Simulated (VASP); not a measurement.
# Ta2C (P-3m1) in VASP: notebook

Runs on Ta2C. Level: r2SCAN. Tasks: single point.

Everything below comes from runs of VASP 6.6.1. Logs are shortened: lines on timing, memory, paths and dates and some standing lists are left out, and cuts for length are marked.

**1. The cell of the first run**

It takes space group P-3m1 (No. 164, trigonal). Conventional cell: a = 3.110 Å, b = 3.110 Å, c = 4.942 Å, α = 90.00°, β = 90.00°, γ = 120.00°. Ta (site symmetry 3m) has 3 C at 2.19 Å within 2.9 Å. C (site symmetry -3m) has 6 Ta at 2.19 Å within 2.9 Å.

**2. Single point, r2SCAN**

POSCAR

```
Ta2C
1.0
    3.1101644567      0.0000000000      0.0000000000
    0.0000000000      4.9422989457      0.0000000000
    1.5550822284      0.0000000000      2.6934814295
Ta C
2 1
Direct
    0.3333333333      0.7464364207      0.3333333333
    0.6666666667      0.2535635793      0.6666666667
    0.0000000000      0.0000000000      0.0000000000
```

INCAR.step1

```
PREC = Accurate
ENCUT = 520
ISMEAR = 0
SIGMA = 0.1
LREAL = F
LASPH = T
NELM = 60
ISYM = 0
NBANDS = 20
GGA = PE
ALGO = Normal
EDIFF = 1E-4
LWAVE = T
LCHARG = F
```

INCAR.step2

```
PREC = Accurate
ENCUT = 520
EDIFF = 1E-6
ISMEAR = 0
SIGMA = 0.1
LREAL = F
LASPH = T
NELM = 60
ALGO = Normal
ISIF = 2
LWAVE = F
LCHARG = T
METAGGA = R2SCAN
LMIXTAU = T
LELF = T
LVHAR = T
ISYM = 0
NBANDS = 20
ISTART = 1
```

KPOINTS

```
regular mesh
0
Gamma
  11 7 13
```

Potentials or basis: VASP PAW PBE potentials, release 64 (Ta_pv, C).

The run is started by

```sh
> cat potpaw_PBE.64/Ta_pv/POTCAR potpaw_PBE.64/C/POTCAR > POTCAR
> cp INCAR.step1 INCAR
> mpirun -np 1 vasp_std > vasp.out
> cp INCAR.step2 INCAR
> mpirun -np 1 vasp_std > vasp.out
```

OUTCAR:

```text
PREC = Accurate
   ENCUT = 520
   EDIFF = 1E-6
   ISMEAR = 0
   LREAL = F
   LASPH = T
   NELM = 60
   ISIF = 2
   METAGGA = R2SCAN
   ISYM = 0
   ISTART = 1

 ion  position               nearest neighbor table
   1  0.333  0.746  0.333-   3 2.19   3 2.19   3 2.19   2 3.03   2 3.03   2 3.03   2 3.08   2 3.08
                             2 3.08
   2  0.667  0.254  0.667-   3 2.19   3 2.19   3 2.19   1 3.03   1 3.03   1 3.03   1 3.08   1 3.08
                             1 3.08
   3  0.000  0.000  0.000-   1 2.19   2 2.19   2 2.19   1 2.19   1 2.19   2 2.19

IMPORTANT INFORMATION: All symmetrisations will be switched off!
NOSYMM: (Re-)initialisation of all symmetry stuff for point group C_1.

----------------------------------------------------------------------------------------

                                     Primitive cell

  volume of cell :      41.4025

  direct lattice vectors                    reciprocal lattice vectors
     3.110164457  0.000000000  0.000000000     0.321526406  0.000000000 -0.185633357
     0.000000000  4.942298946  0.000000000     0.000000000  0.202334988  0.000000000
     1.555082228  0.000000000  2.693481429     0.000000000  0.000000000  0.371266714

  length of vectors
     3.110164457  4.942298946  3.110164457     0.371266714  0.202334988  0.371266714

  position of ions in fractional coordinates (direct lattice)
     0.333333333  0.746436421  0.333333333
     0.666666667  0.253563579  0.666666667
     0.000000000  0.000000000  0.000000000

  ion indices of the primitive-cell ions
   primitive index   ion index
                 1           1
                 2           2
                 3           3

----------------------------------------------------------------------------------------

 KPOINTS: regular mesh

Automatic generation of k-mesh.
 Grid dimensions read from file:
 generate k-points for:   11    7   13

 Generating k-lattice:

  Cartesian coordinates                     Fractional coordinates (reciprocal lattice)
     0.029229673  0.000000000 -0.016875760     0.090909091  0.000000000  0.000000000
     0.000000000  0.028904998  0.000000000     0.000000000  0.142857143  0.000000000
     0.000000000  0.000000000  0.028558978     0.000000000  0.000000000  0.076923077

  Length of vectors
     0.033751519  0.028904998  0.028558978

  Shift w.r.t. Gamma in fractional coordinates (k-lattice)
     0.000000000  0.000000000  0.000000000

 -----------------------------------------------------------------------------
|                                                                             |
|           W    W    AA    RRRRR   N    N  II  N    N   GGGG   !!!           |
|           W    W   A  A   R    R  NN   N  II  NN   N  G    G  !!!           |
|           W    W  A    A  R    R  N N  N  II  N N  N  G       !!!           |
|           W WW W  AAAAAA  RRRRR   N  N N  II  N  N N  G  GGG   !            |
|           WW  WW  A    A  R   R   N   NN  II  N   NN  G    G                |
|           W    W  A    A  R    R  N    N  II  N    N   GGGG   !!!           |
|                                                                             |
|     Your reciprocal lattice and k-lattice belong to different lattice       |
|     classes:                                                                |
|                                                                             |
|        The reciprocal lattice is hexagonal,                                 |
|        whereas your k-lattice is simple monoclinic.                         |
|                                                                             |
|     Results are often still useful ...                                      |
|                                                                             |
 -----------------------------------------------------------------------------

 WARNING: IBZKPT: internal override: KBLOWUP is changed to .FALSE.
      ... skipping the blow-up phase ...

 Subroutine IBZKPT returns following result:
 ===========================================

 Found    501 irreducible k-points:

 Following reciprocal coordinates:
            Coordinates               Weight
  0.000000  0.000000  0.000000      1.000000
  0.090909  0.000000  0.000000      2.000000
  0.181818  0.000000  0.000000      2.000000
  0.272727  0.000000  0.000000      2.000000
  0.363636  0.000000  0.000000      2.000000
  0.454545  0.000000  0.000000      2.000000
[... 16 lines left out ...]
  0.454545  0.285714  0.000000      2.000000
 -0.454545  0.285714 -0.000000      2.000000
 [... further k-points ...]
   k-points           NKPTS =    501   k-points in BZ     NKDIM =    501   number of bands    NBANDS=     20
   number of dos      NEDOS =    301   number of ions     NIONS =      3
   total plane-waves  NPLWV =  23040
   dimension x,y,z NGX =    24 NGY =   40 NGZ =   24
   dimension x,y,z NGXF=    48 NGYF=   80 NGZF=   48
   ions per type =               2   1
   NGX,Y,Z   is equivalent  to a cutoff of  12.83, 13.45, 12.83 a.u.
   NGXF,Y,Z  is equivalent  to a cutoff of  25.66, 26.91, 25.66 a.u.
 SYSTEM =  unknown system
   PREC   = accura    normal or accurate (medium, high low for compatibility)
   ISTART =      1    job   : 0-new  1-cont  2-samecut
   ICHARG =      0    charge: 1-file 2-atom 10-const
   ISPIN  =      1    spin polarized calculation?
   LNONCOLLINEAR =      F non collinear calculations
   LSORBIT =      F    spin-orbit coupling
   LASPH  =      T    aspherical Exc in radial PAW
   ENCUT  =  520.0 eV  38.22 Ry    6.18 a.u.   5.78  9.19  5.78*2*pi/ulx,y,z
   NELM   =     60;   NELMIN=  2; NELMDL=  0     # of ELM steps
   EDIFF  = 0.1E-05   stopping-criterion for ELM
   LREAL  =      F    real-space projection
   EDIFFG = 0.1E-04   stopping-criterion for IOM
   NSW    =      0    number of steps for IOM
   IBRION =     -1    ionic relax: 0-MD 1-quasi-New 2-CG
   NFREE  =      0    steps in history (QN), initial steepest desc. (CG)
   ISIF   =      2    stress and relaxation
   ISYM   =      0    0-nonsym 1-usesym 2-fastsym
   POTIM  = 0.5000    time-step for ionic-motion
   TEBEG  =    0.0;   TEEND  =   0.0 temperature during run
   PSTRESS=    0.0 pullay stress
   NELECT =      26.0000    total number of electrons
   NUPDOWN=      -1.0000    fix difference up-down
   EMIN   =  10.00;   EMAX   =-10.00  energy-range for DOS
   EFERMI =   0.00;   METHOD = LEGACY
   ISMEAR =     0;   SIGMA  =   0.10  broadening in eV -4-tet -1-fermi 0-gaus
   EFERMI_NEDOS =   21; number of points for ismear=-14 and -15
   IALGO  =     38    algorithm
   IMIX   =      4    mixing-type and parameters
     AMIX     =   0.40;   BMIX     =  1.00
     AMIX_MAG =   1.60;   BMIX_MAG =  1.00
  volume/ion in A,a.u.               =      13.80        93.13
  Fermi-wavevector in a.u.,A,eV,Ry     =   1.401922  2.649248 26.740688  1.965385
  Thomas-Fermi vector in A             =   2.524735
   LORBIT       =      0    0 simple, 1 ext, 2 COOP (PROOUT), +10 PAW based schemes
   METAGGA = R2SCAN    functional components
   LHFCALC =     F    Hartree Fock is set to
   AEXX    =    0.0000 exact exchange contribution
   IVDW    =     0    specifies the selected vdW correction
   LEPSILON=     F    determine dielectric tensor
   LRPA    =     F    only Hartree local field effects (RPA)
 non-spin polarized calculation
 Gauss-broadening in eV      SIGMA  =   0.10
  energy-cutoff  :      520.00
  volume of cell :       41.40
 maximum number of plane-waves:      1128
   NGX = 11   NGY = 19   NGZ = 11

 number of electron      25.9999999 magnetization

 Free energy of the ion-electron system (eV)
  ---------------------------------------------------
  ext. energy  EPLUGINS =         0.00000000
  ---------------------------------------------------
  free energy    TOTEN  =      -109.16613448 eV

  energy without entropy =     -109.16282111  energy(sigma->0) =     -109.16447780

 E-fermi :   6.5976     XC(G=0): -13.8549

 val. band max:        6.5905399183   @ k =   0.0000   0.0000   0.0000
 cond. band min:       6.6132129752   @ k =  -0.0909   0.4286  -0.0000
 fundamental gap:      0.0226730569
 Fermi energy:         6.5976021884

 k-point     1 :       0.0000    0.0000    0.0000
  band No.  band energies     occupation
      1     -29.6584      2.00000
      2     -28.9521      2.00000
      3     -28.9507      2.00000
      4     -28.8375      2.00000
      5     -28.8360      2.00000
      6     -28.7497      2.00000
[... 12 lines left out ...]
     19       9.4455      0.00000
     20      14.2800      0.00000

 k-point     2 :       0.0909    0.0000    0.0000
  band No.  band energies     occupation
      1     -29.6350      2.00000
      2     -29.0017      2.00000
      3     -28.9693      2.00000
      4     -28.8860      2.00000
      5     -28.8416      2.00000
      6     -28.7582      2.00000
[... 12 lines left out ...]
     19      10.3487      0.00000
     20      14.4181      0.00000

 k-point     3 :       0.1818    0.0000    0.0000
  band No.  band energies     occupation
      1     -29.5688      2.00000
      2     -29.1361      2.00000
      3     -29.0147      2.00000
      4     -29.0135      2.00000
      5     -28.8566      2.00000
      6     -28.7851      2.00000
[... 12 lines left out ...]
     19      11.8481      0.00000
     20      14.0642      0.00000

 k-point     4 :       0.2727    0.0000    0.0000
  band No.  band energies     occupation
      1     -29.4724      2.00000
      2     -29.3098      2.00000
      3     -29.1743      2.00000
      4     -29.0681      2.00000
      5     -28.8796      2.00000
      6     -28.8317      2.00000
[... 429 lines left out ...]
 k-point    23 :       0.4545    0.2857    0.0000
  band No.  band energies     occupation
      1     -29.6307      2.00000
      2     -29.4978      2.00000
      3     -29.1137      2.00000
      4     -29.1001      2.00000
      5     -28.9613      2.00000
      6     -28.9372      2.00000
[... 12 lines left out ...]
     19      12.1222      0.00000
     20      14.6808      0.00000

 k-point    24 :      -0.4545    0.2857   -0.0000
  band No.  band energies     occupation
      1     -29.6152      2.00000
      2     -29.5124      2.00000
      3     -29.1243      2.00000
      4     -29.1025      2.00000
      5     -28.9589      2.00000
      6     -28.9278      2.00000
[... 12 lines left out ...]
     19      12.5308      0.00000
     20      14.1638      0.00000

 [... further k-points ...]

------------------------ aborting loop because EDIFF is reached ----------------------------------------

  FORCE on cell =-STRESS in cart. coord.  units (eV):
  Direction    XX          YY          ZZ          XY          YZ          ZX
  --------------------------------------------------------------------------------------
  -------------------------------------------------------------------------------------
  Total        0.2256566      0.1668734      0.2675523     -0.0090572      0.0157020     -0.0002030
  in kB        8.7323748      6.4576030     10.3536384     -0.3504926      0.6076311     -0.0078570
  external PRESSURE =       8.5145387 kB  Pullay stress =       0.0000000 kB

 VOLUME and BASIS-vectors are now :
 -----------------------------------------------------------------------------
  energy-cutoff  :      520.00
  volume of cell :       41.40
      direct lattice vectors                 reciprocal lattice vectors
     3.110164457  0.000000000  0.000000000     0.321526406  0.000000000 -0.185633357
     0.000000000  4.942298946  0.000000000     0.000000000  0.202334988  0.000000000
     1.555082228  0.000000000  2.693481429     0.000000000  0.000000000  0.371266714

 POSITION                                       TOTAL-FORCE (eV/Angst)
 -----------------------------------------------------------------------------------
      1.55508      3.68911      0.89783        -0.007997     -0.015841      0.016502
      3.11016      1.25319      1.79565         0.007998      0.015944     -0.016502
      0.00000      0.00000      0.00000        -0.000001     -0.000103      0.000000
 -----------------------------------------------------------------------------------
    total drift:                                0.000004     -0.000095      0.000002

  FREE ENERGIE OF THE ION-ELECTRON SYSTEM (eV)
  ---------------------------------------------------
  free  energy   TOTEN  =      -109.1661344790 eV

  energy  without entropy=     -109.1628211115  energy(sigma->0) =     -109.16447780
```

Run time: 22 min. Hardware: 1 thread of Intel Xeon 8259CL, shared host; peak memory 0.47 GiB.

What came out:

- Free energy: -109.1661 eV
- Pressure: 0.9 GPa
- Largest force: 0.024 eV/Å
- Band gap on the k mesh: zero (bands 13 and 14 overlap by 0.72 eV)

Forces on the atoms (eV/Å):
```
Ta  -0.008 -0.016  0.017
Ta   0.008  0.016 -0.017
C    0.000  0.000  0.000
```

Stress tensor (GPa, compression positive):
```
 0.87 -0.04  0.00
-0.04  0.65  0.06
 0.00  0.06  1.04
```

Caveat: the PAW data sets were made with another functional, which shifts forces and pressure a little; spin-orbit coupling is left out, which moves the levels of the heavy elements.

**3. Single point, r2SCAN (biaxial strain in the a-b plane: +1.0 %, then relaxed in part)**

POSCAR

```
Ta2C
1.0
    3.1412661011      0.0000000000      0.0000000000
   -1.5706330506      2.7204162436      0.0000000000
    0.0000000000      0.0000000000      4.9159493745
Ta C
2 1
Direct
    0.3333333333      0.6666666667      0.2529685922
    0.6666666667      0.3333333333      0.7470314078
    0.0000000000      0.0000000000      0.0000000000
```

INCAR.step1

```
ALGO = Normal
EDIFF = 1E-4
ENCUT = 520
GGA = PE
ISMEAR = 0
LASPH = True
LCHARG = False
LREAL = False
LWAVE = True
NBANDS = 20
NELM = 60
PREC = Accurate
SIGMA = 0.1
```

INCAR.step2

```
ALGO = Normal
EDIFF = 1E-6
ENCUT = 520
ISIF = 2
ISMEAR = 0
ISTART = 1
LASPH = True
LCHARG = True
LELF = True
LMIXTAU = True
LREAL = False
LVHAR = True
LWAVE = False
METAGGA = R2SCAN
NBANDS = 20
NELM = 60
PREC = Accurate
SIGMA = 0.1
```

KPOINTS

```
k-points
0
Gamma
  18 18 10
```

Potentials or basis: VASP PAW PBE potentials, release 64 (Ta_pv, C).

The run is started by

```sh
> cat potpaw_PBE.64/Ta_pv/POTCAR potpaw_PBE.64/C/POTCAR > POTCAR
> cp INCAR.step1 INCAR
> mpirun -np 1 vasp_std > vasp.out
> cp INCAR.step2 INCAR
> mpirun -np 1 vasp_std > vasp.out
```

It took 4.7 min on 1 thread of Intel Xeon 6975P-C (Granite Rapids), shared host; peak memory 0.36 GiB.

It converged, with:

```
Free energy            : -109.1547 eV
Pressure               : -2.9 GPa
Largest force          : 0.046 eV/Å
Band gap on the k mesh : zero (bands 13 and 14 overlap by 0.80 eV)
```

Forces in eV/Å, atoms in the order of the input:
```
Ta   0.000  0.000  0.046
Ta   0.000  0.000 -0.046
C    0.000  0.000  0.000
```

Stress tensor (GPa, compression positive):
```
-4.79  0.00  0.00
 0.00 -4.79  0.00
 0.00  0.00  0.76
```

Levels at points of the mesh, in eV from the Fermi level:
| k point | band 11 | band 12 | band 13 | band 14 | band 15 | band 16 |
| --- | --- | --- | --- | --- | --- | --- |
| (0.00, 0.00, 0.00) | -3.43 | 0.17 | 0.52 | 0.52 | 1.04 | 1.04 |
| (0.50, 0.00, 0.00) | -3.79 | -2.14 | -0.48 | 3.38 | 3.55 | 4.58 |
| (0.00, 0.00, 0.50) | -1.79 | -1.72 | -0.28 | -0.28 | 2.93 | 2.93 |
| (0.50, 0.00, 0.50) | -2.54 | -1.53 | -1.24 | 1.43 | 1.60 | 4.27 |

Caveat: the cell differs from its parent crystal (biaxial strain in the a-b plane: +1.0 %, then relaxed in part); the stress differs along the axes, from -5 to 1 GPa; the PAW data sets were made with another functional, which shifts forces and pressure a little; spin-orbit coupling is left out, which moves the levels of the heavy elements.

(Continued in part 2 of 2.)

The gap in the log of VASP goes by the Fermi energy; the results here count the filled bands.